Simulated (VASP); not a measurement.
Write the native input for VASP 6.6.1 that does the following.

```
Task                   : single point
Functional             : PBE
Potentials or basis    : VASP PAW PBE potentials, release 64 (Na_pv, Be, Br)
Cutoff                 : 520 eV
k mesh                 : 4 × 4 × 4
Occupations            : gaussian, width 0.05 eV
Spin                   : no spin polarisation
Dipole correction      : no
Further INCAR settings : ALGO = Normal; EDIFF = 1e-07; NBANDS = 23
```

The structure of NaBeBr3 lies in POSCAR:

```
NaBeBr3
1.0
    4.8200000000      0.0000000000      0.0000000000
    0.0000000000      4.8200000000      0.0000000000
    0.0000000000      0.0000000000      4.8200000000
Na Be Br
1 1 3
Direct
    0.0000000000      0.0000000000      0.0000000000
    0.5000000000      0.5000000000      0.5000000000
    0.5000000000      0.5000000000      0.0000000000
    0.5000000000      0.0000000000      0.5000000000
    0.0000000000      0.5000000000      0.5000000000
```

These files were run (other wordings do the same):

INCAR

```
SYSTEM = NaBeBr3
ALGO = Normal
EDIFF = 1E-7
ENCUT = 520
GGA = PE
ISIF = 2
ISMEAR = 0
LASPH = .TRUE.
LCHARG = .FALSE.
LREAL = .FALSE.
LWAVE = .FALSE.
NBANDS = 23
NELM = 100
PREC = Accurate
SIGMA = 0.05
```

KPOINTS

```
k-points
0
G
  4 4 4
  0 0 0
```

Potentials or basis: VASP PAW PBE potentials, release 64 (Na_pv, Be, Br).

Run with:

```sh
$ cat potpaw_PBE.64/Na_pv/POTCAR potpaw_PBE.64/Be/POTCAR potpaw_PBE.64/Br/POTCAR > POTCAR
$ mpirun -np 1 vasp_std > vasp.out
```

It gave:

```
Pressure               : 3.4 GPa
Band gap on the k mesh : 1.02 eV, indirect (least direct gap 1.87 eV)
```

Wall time 20 s on 1 thread of Intel(R) Xeon(R) Platinum 8488C (Sapphire Rapids), on a shared host, peak memory 0.2 GiB.
